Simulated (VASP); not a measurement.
Cu, 4 atoms in the cell. Symmetry: P6_3/mmc, No. 194, hexagonal system. Conventional cell: a = 2.514 Å, b = 2.514 Å, c = 8.206 Å, α = 90.00°, β = 90.00°, γ = 120.00°. Cu (site symmetry -6m2) has 12 Cu at 2.51 Å within 3.3 Å. Within 3.3 Å of Cu (site symmetry -3m) lie 12 Cu at 2.51 Å. This isn't the form of Cu at room conditions, which is fcc.

```yaml
Program: VASP 6.6.1
Task: single point
Functional: LDA
Potentials_or_basis: VASP PAW LDA potentials, release 64 (Cu)
Cutoff: 520 eV
k_mesh: 12 × 12 × 4
Occupations: fermi-dirac, width 0.05 eV
Spin: no spin polarisation
Dipole_correction: no
Further_INCAR_settings: ALGO = Normal; EDIFF = 1e-06; NBANDS = 30
```

Potentials or basis: VASP PAW LDA potentials, release 64 (Cu).

The run is started by

```sh
$ cat potpaw_LDA.64/Cu/POTCAR > POTCAR
$ mpirun -np 1 vasp_std > vasp.out
```

Hardware: 1 thread of Intel Xeon 8259CL, with other jobs on the host.

Problem. Estimate the wall time of this run.

Solution. Run time: 2 min on 1 thread of Intel Xeon 8259CL (shared host), peak memory 0.18 GiB. Counts: scf iterations 13, k points 57.
